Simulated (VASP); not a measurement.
# Hg in VASP: further runs

Runs on Hg. Level: LDA. Tasks: single point.

Program: VASP 6.6.1. These are calculated values, not measurements. Logs are shortened: lines on timing, memory, paths and dates and some standing lists are left out, and cuts for length are marked.

## 1. The cell of the first run

Symmetry: R-3m, No. 166, trigonal system. The conventional cell has a = 3.528 Å, b = 3.528 Å, c = 6.833 Å, α = 90.00°, β = 90.00°, γ = 120.00°. Within 4.0 Å of Hg (site symmetry -3m) lie 12 Hg at 3.06 to 3.53 Å.

## 2. Single point, LDA (24.55 Å³/atom)

File INCAR:

```
SYSTEM = Hg
PREC     = Accurate       ! precision mode
ENCUT    = 520            ! plane-wave cutoff, eV
EDIFF    = 1E-7           ! SCF threshold, eV
ISMEAR   = -1             ! smearing method
SIGMA    = 0.03           ! smearing width, eV
LREAL    = .False.        ! projectors in reciprocal space
LASPH    = .True.         ! aspherical terms in the spheres
NELM     = 80             ! most SCF steps
ALGO     = Normal         ! electronic algorithm
ISIF     = 2              ! what is computed and relaxed
LWAVE    = .False.        ! write WAVECAR
LCHARG   = .False.        ! write CHGCAR
GGA      = CA             ! functional
NBANDS   = 12             ! bands
```

File KPOINTS:

```
regular mesh
0
Gamma
  12 12 12
  0 0 0
```

File POSCAR:

```
Hg
1.0
    1.7639306470      1.0184058339      2.2778150453
   -1.7639306470      1.0184058339      2.2778150453
    0.0000000000     -2.0368116678      2.2778150453
Hg
1
Direct
    0.0000000000      0.0000000000      0.0000000000
```

Potentials or basis: VASP PAW LDA potentials, release 64 (Hg).

Launch:

```bash
> cat potpaw_LDA.64/Hg/POTCAR > POTCAR
> mpirun -np 1 vasp_std > vasp.out
```

OUTCAR:

```text
SYSTEM = Hg
   PREC = Accurate
   ENCUT = 520
   EDIFF = 1E-7
   ISMEAR = -1
   LREAL = .False.
   LASPH = .True.
   NELM = 80
   ISIF = 2
   GGA = CA

 ion  position               nearest neighbor table
   1  0.000  0.000  0.000-

  LATTYP: Found a trigonal (rhomboedric) cell.
 ALAT       =     3.0556575643
 COS(alpha) =     0.3335253405

  Lattice vectors:

 A1 = (   1.7639306470,   1.0184058339,   2.2778150453)
 A2 = (  -1.7639306470,   1.0184058339,   2.2778150453)
 A3 = (   0.0000000000,  -2.0368116678,   2.2778150453)

Analysis of symmetry for initial positions (statically):
=====================================================================
 Subroutine PRICEL returns:
 Original cell was already a primitive cell.

 Routine SETGRP: Setting up the symmetry group for a
 trigonal (rhombohedral) supercell.

 Subroutine GETGRP returns: Found 12 space group operations
 (whereof 12 operations were pure point group operations)
 out of a pool of 12 trial point group operations.

The static configuration has the point symmetry D_3d.

Analysis of symmetry for dynamics (positions and initial velocities):
=====================================================================
 Subroutine PRICEL returns:
 Original cell was already a primitive cell.

 Routine SETGRP: Setting up the symmetry group for a
 trigonal (rhombohedral) supercell.

 Subroutine GETGRP returns: Found 12 space group operations
 (whereof 12 operations were pure point group operations)
 out of a pool of 12 trial point group operations.

The dynamic configuration has the point symmetry D_3d.

 Subroutine INISYM returns: Found 12 space group operations
 (whereof 12 operations are pure point group operations),
 and found     1 'primitive' translations

----------------------------------------------------------------------------------------

                                     Primitive cell

  volume of cell :      24.5512

  direct lattice vectors                    reciprocal lattice vectors
     1.763930647  1.018405834  2.277815045     0.283457856  0.163654470  0.146339069
    -1.763930647  1.018405834  2.277815045    -0.283457856  0.163654470  0.146339069
     0.000000000 -2.036811668  2.277815045     0.000000000 -0.327308939  0.146339069

  length of vectors
     3.055657564  3.055657564  3.055657564     0.358533492  0.358533492  0.358533492

  position of ions in fractional coordinates (direct lattice)
     0.000000000  0.000000000  0.000000000

  ion indices of the primitive-cell ions
   primitive index   ion index
                 1           1

----------------------------------------------------------------------------------------

 KPOINTS: regular mesh

Automatic generation of k-mesh.
 Grid dimensions read from file:
 generate k-points for:   12   12   12

 Generating k-lattice:

  Cartesian coordinates                     Fractional coordinates (reciprocal lattice)
     0.023621488  0.013637872  0.012194922     0.083333333  0.000000000 -0.000000000
    -0.023621488  0.013637872  0.012194922     0.000000000  0.083333333 -0.000000000
     0.000000000 -0.027275745  0.012194922    -0.000000000 -0.000000000  0.083333333

  Length of vectors
     0.029877791  0.029877791  0.029877791

  Shift w.r.t. Gamma in fractional coordinates (k-lattice)
     0.000000000  0.000000000  0.000000000

 Subroutine IBZKPT returns following result:
 ===========================================

 Found    189 irreducible k-points:

 Following reciprocal coordinates:
            Coordinates               Weight
  0.000000  0.000000  0.000000      1.000000
  0.083333 -0.000000  0.000000      6.000000
  0.166667 -0.000000  0.000000      6.000000
  0.250000 -0.000000  0.000000      6.000000
  0.333333 -0.000000  0.000000      6.000000
  0.416667  0.000000  0.000000      6.000000
[... 16 lines left out ...]
  0.500000  0.166667  0.000000     12.000000
 -0.416667  0.166667 -0.000000     12.000000
 [... further k-points ...]
   k-points           NKPTS =    189   k-points in BZ     NKDIM =    189   number of bands    NBANDS=     12
   number of dos      NEDOS =    301   number of ions     NIONS =      1
   total plane-waves  NPLWV =  13824
   dimension x,y,z NGX =    24 NGY =   24 NGZ =   24
   dimension x,y,z NGXF=    48 NGYF=   48 NGZF=   48
   ions per type =               1
   NGX,Y,Z   is equivalent  to a cutoff of  13.06, 13.06, 13.06 a.u.
   NGXF,Y,Z  is equivalent  to a cutoff of  26.11, 26.11, 26.11 a.u.
 SYSTEM =  Hg
   PREC   = accura    normal or accurate (medium, high low for compatibility)
   ISTART =      0    job   : 0-new  1-cont  2-samecut
   ICHARG =      2    charge: 1-file 2-atom 10-const
   ISPIN  =      1    spin polarized calculation?
   LNONCOLLINEAR =      F non collinear calculations
   LSORBIT =      F    spin-orbit coupling
   LASPH  =      T    aspherical Exc in radial PAW
   ENCUT  =  520.0 eV  38.22 Ry    6.18 a.u.   5.68  5.68  5.68*2*pi/ulx,y,z
   NELM   =     80;   NELMIN=  2; NELMDL= -5     # of ELM steps
   EDIFF  = 0.1E-06   stopping-criterion for ELM
   LREAL  =      F    real-space projection
   EDIFFG = 0.1E-05   stopping-criterion for IOM
   NSW    =      0    number of steps for IOM
   IBRION =     -1    ionic relax: 0-MD 1-quasi-New 2-CG
   NFREE  =      0    steps in history (QN), initial steepest desc. (CG)
   ISIF   =      2    stress and relaxation
   ISYM   =      2    0-nonsym 1-usesym 2-fastsym
   POTIM  = 0.5000    time-step for ionic-motion
   TEBEG  =    0.0;   TEEND  =   0.0 temperature during run
   PSTRESS=    0.0 pullay stress
   NELECT =      12.0000    total number of electrons
   NUPDOWN=      -1.0000    fix difference up-down
   EMIN   =  10.00;   EMAX   =-10.00  energy-range for DOS
   EFERMI =   0.00;   METHOD = LEGACY
   ISMEAR =    -1;   SIGMA  =   0.03  broadening in eV -4-tet -1-fermi 0-gaus
   EFERMI_NEDOS =   21; number of points for ismear=-14 and -15
   IALGO  =     38    algorithm
   IMIX   =      4    mixing-type and parameters
     AMIX     =   0.40;   BMIX     =  1.00
     AMIX_MAG =   1.60;   BMIX_MAG =  1.00
  volume/ion in A,a.u.               =      24.55       165.68
  Fermi-wavevector in a.u.,A,eV,Ry     =   1.289569  2.436932 22.626324  1.662988
  Thomas-Fermi vector in A             =   2.421454
   LORBIT       =      0    0 simple, 1 ext, 2 COOP (PROOUT), +10 PAW based schemes
   GGA     = CA    functional components
   LHFCALC =     F    Hartree Fock is set to
   AEXX    =    0.0000 exact exchange contribution
   IVDW    =     0    specifies the selected vdW correction
   LEPSILON=     F    determine dielectric tensor
   LRPA    =     F    only Hartree local field effects (RPA)
 non-spin polarized calculation
  energy-cutoff  :      520.00
  volume of cell :       24.55
 maximum number of plane-waves:       686
   NGX = 11   NGY = 11   NGZ = 11

 number of electron      11.9999999 magnetization

 Free energy of the ion-electron system (eV)
  ---------------------------------------------------
  ext. energy  EPLUGINS =         0.00000000
  ---------------------------------------------------
  free energy    TOTEN  =        -0.94169805 eV

  energy without entropy =       -0.94084303  energy(sigma->0) =       -0.94127054

 E-fermi :   2.1280     XC(G=0): -10.9549

 val. band max:        2.1154969372   @ k =  -0.4167   0.4167   0.0000
 cond. band min:       2.1305169847   @ k =   0.5000   0.5000   0.5000
 fundamental gap:      0.0150200475
 Fermi energy:         2.1280475038

 k-point     1 :       0.0000    0.0000    0.0000
  band No.  band energies     occupation
      1      -6.6646      2.00000
      2      -5.2729      2.00000
      3      -5.2729      2.00000
      4      -4.0822      2.00000
      5      -3.9270      2.00000
      6      -3.9270      2.00000
      7      14.2400      0.00000
      8      14.4251      0.00000
      9      14.4251      0.00000
     10      18.8258      0.00000
     11      20.0106      0.00000
     12      20.0106      0.00000

 k-point     2 :       0.0833   -0.0000    0.0000
  band No.  band energies     occupation
      1      -6.5160      2.00000
      2      -5.2631      2.00000
      3      -5.2280      2.00000
      4      -4.0781      2.00000
      5      -3.9451      2.00000
      6      -3.9334      2.00000
      7      12.8524      0.00000
      8      14.3573      0.00000
      9      14.4988      0.00000
     10      19.3320      0.00000
     11      19.9828      0.00000
     12      21.0192      0.00000

 k-point     3 :       0.1667   -0.0000    0.0000
  band No.  band energies     occupation
      1      -6.1460      2.00000
      2      -5.2434      2.00000
      3      -5.0350      2.00000
      4      -4.0587      2.00000
      5      -3.9846      2.00000
      6      -3.9409      2.00000
      7      10.1766      0.00000
      8      14.5326      0.00000
      9      14.6538      0.00000
     10      19.6225      0.00000
     11      19.9171      0.00000
     12      21.3685      0.00000

 k-point     4 :       0.2500   -0.0000    0.0000
  band No.  band energies     occupation
      1      -5.8446      2.00000
      2      -5.2355      2.00000
      3      -4.4394      2.00000
      4      -4.0439      2.00000
      5      -4.0128      2.00000
      6      -3.8971      2.00000
      7       7.4203      0.00000
      8      14.6337      0.00000
      9      14.7349      0.00000
     10      19.7858      0.00000
     11      19.8846      0.00000
     12      20.5590      0.00000

 k-point     5 :       0.3333   -0.0000    0.0000
  band No.  band energies     occupation
      1      -5.7659      2.00000
      2      -5.2511      2.00000
      3      -4.0673      2.00000
      4      -4.0099      2.00000
      5      -3.7833      2.00000
      6      -3.2905      2.00000
      7       4.7903      0.00000
      8      14.5611      0.00000
      9      14.6523      0.00000
     10      19.4451      0.00000
     11      19.9379      0.00000
     12      19.9446      0.00000
[... 228 lines left out ...]
      1      -5.5477      2.00000
      2      -4.9033      2.00000
      3      -4.6742      2.00000
      4      -4.0108      2.00000
      5      -3.8282      2.00000
      6      -3.2156      2.00000
      7       6.5445      0.00000
      8      13.0535      0.00000
      9      13.9102      0.00000
     10      15.9141      0.00000
     11      18.7147      0.00000
     12      21.8537      0.00000

 k-point    22 :       0.4167    0.1667    0.0000
  band No.  band energies     occupation
      1      -5.5645      2.00000
      2      -4.9942      2.00000
      3      -4.5038      2.00000
      4      -4.0309      2.00000
      5      -3.7480      2.00000
      6      -1.8557      2.00000
      7       4.0082      0.00000
      8      12.1794      0.00000
      9      13.6188      0.00000
     10      17.6515      0.00000
     11      18.1739      0.00000
     12      21.3736      0.00000

 k-point    23 :       0.5000    0.1667    0.0000
  band No.  band energies     occupation
      1      -5.5707      2.00000
      2      -5.0714      2.00000
      3      -4.3452      2.00000
      4      -4.0611      2.00000
      5      -3.7086      2.00000
      6      -0.2575      2.00000
      7       1.8200      1.99993
      8      11.1116      0.00000
      9      13.8994      0.00000
     10      17.8404      0.00000
     11      19.6900      0.00000
     12      20.8625      0.00000

 k-point    24 :      -0.4167    0.1667   -0.0000
  band No.  band energies     occupation
      1      -5.5458      2.00000
      2      -5.0995      2.00000
      3      -4.2498      2.00000
      4      -4.0849      2.00000
      5      -3.7488      2.00000
      6      -0.5170      2.00000
      7       2.0767      1.69413
      8      10.2751      0.00000
      9      14.5160      0.00000
     10      17.7640      0.00000
     11      20.3379      0.00000
     12      21.6201      0.00000

 [... further k-points ...]
[... 5 lines left out ...]
  --------------------------------------------------------------------------------------
  -------------------------------------------------------------------------------------
  Total       -0.3883470     -0.3883470     -0.7045172      0.0000000     -0.0000000      0.0000000
  in kB      -25.3430240    -25.3430240    -45.9758818      0.0000000     -0.0000000      0.0000000
  external PRESSURE =     -32.2206432 kB  Pullay stress =       0.0000000 kB

 VOLUME and BASIS-vectors are now :
 -----------------------------------------------------------------------------
  energy-cutoff  :      520.00
  volume of cell :       24.55
      direct lattice vectors                 reciprocal lattice vectors
     1.763930647  1.018405834  2.277815045     0.283457856  0.163654470  0.146339069
    -1.763930647  1.018405834  2.277815045    -0.283457856  0.163654470  0.146339069
     0.000000000 -2.036811668  2.277815045     0.000000000 -0.327308939  0.146339069

 POSITION                                       TOTAL-FORCE (eV/Angst)
 -----------------------------------------------------------------------------------
      0.00000      0.00000      0.00000         0.000000      0.000000     -0.000000
 -----------------------------------------------------------------------------------
    total drift:                                0.000000     -0.000000     -0.000000

  FREE ENERGIE OF THE ION-ELECTRON SYSTEM (eV)
  ---------------------------------------------------
  free  energy   TOTEN  =        -0.9416980464 eV

  energy  without entropy=       -0.9408430281  energy(sigma->0) =       -0.94127054
```

It took 36 s on 1 thread of Intel Xeon 8259CL, shared host; peak memory 0.17 GiB.

Results:

```yaml
Free_energy: -0.9417 eV
Pressure: -3.2 GPa
Band_gap_on_the_k_mesh: zero (bands 6 and 7 overlap by 2.77 eV)
```

Caveat: the cell stands under tension; spin-orbit coupling is left out, which moves the levels of the heavy elements.

## 3. Single point, LDA (equal xy, yz and zx shear strains of -2 %)

File INCAR:

```
PREC     = Accurate       # precision mode
ENCUT    = 520            # plane-wave cutoff, eV
EDIFF    = 1E-7           # SCF threshold, eV
ISMEAR   = -1             # smearing method
SIGMA    = 0.03           # smearing width, eV
LREAL    = F              # projectors in reciprocal space
LASPH    = T              # aspherical terms in the spheres
NELM     = 60             # most SCF steps
ALGO     = Normal         # electronic algorithm
ISIF     = 2              # what is computed and relaxed
LWAVE    = F              # write WAVECAR
LCHARG   = F              # write CHGCAR
GGA      = CA             # functional
NBANDS   = 12             # bands
```

File KPOINTS:

```
Automatic mesh
0
Gamma
  12 12 12
```

File POSCAR:

```
Hg
1.0
    1.6976722930      0.9591762240      2.2067118332
   -1.7623286176      0.9937762332      2.2413118423
   -0.0023636754     -2.0199724571      2.2539763246
Hg
1
Direct
    0.0000000000      0.0000000000      0.0000000000
```

Potentials or basis: VASP PAW LDA potentials, release 64 (Hg).

Launch:

```bash
> cat potpaw_LDA.64/Hg/POTCAR > POTCAR
> mpirun -np 1 vasp_std > vasp.out
```

It took 46 s on 1 thread of Intel Xeon 6975P-C (Granite Rapids), shared host; peak memory 0.32 GiB.

Results (log left out):

| Property | Result |
| --- | --- |
| Free energy | -0.9603 eV |
| Pressure | -1.1 GPa |
| Band gap on the k mesh | zero (bands 6 and 7 overlap by 3.44 eV) |

Stress tensor (GPa, compression positive):
```
-0.78 -0.08  0.06
-0.08 -0.80  0.12
 0.06  0.12 -1.58
```

Levels at points of the mesh, in eV from the Fermi level:
```csv
k point,band 3,band 4,band 5,band 6,band 7,band 8,band 9,band 10
"(0.00, 0.00, 0.00)",-7.68,-6.39,-6.23,-6.18,12.03,12.28,13.30,17.14
"(0.50, 0.00, 0.00)",-6.41,-6.30,-5.87,-1.95,-1.83,12.16,12.51,16.87
"(0.00, 0.50, 0.00)",-6.41,-6.26,-5.88,-2.30,-2.11,12.21,13.34,17.34
"(0.50, 0.50, 0.00)",-6.15,-5.94,-5.37,-0.04,1.04,4.73,9.70,10.20
"(0.00, 0.00, 0.50)",-6.37,-6.24,-5.86,-2.28,-2.10,12.14,12.97,17.50
"(0.50, 0.00, 0.50)",-6.14,-5.95,-5.39,-0.19,0.87,4.96,9.83,10.41
"(0.00, 0.50, 0.50)",-6.07,-5.89,-5.45,-0.28,0.61,4.50,9.99,10.51
"(0.50, 0.50, 0.50)",-7.25,-5.57,-5.44,-0.21,1.35,9.27,9.52,11.11
```

Caveat: the cell differs from its parent crystal (equal xy, yz and zx shear strains of -2 %); spin-orbit coupling is left out, which moves the levels of the heavy elements.
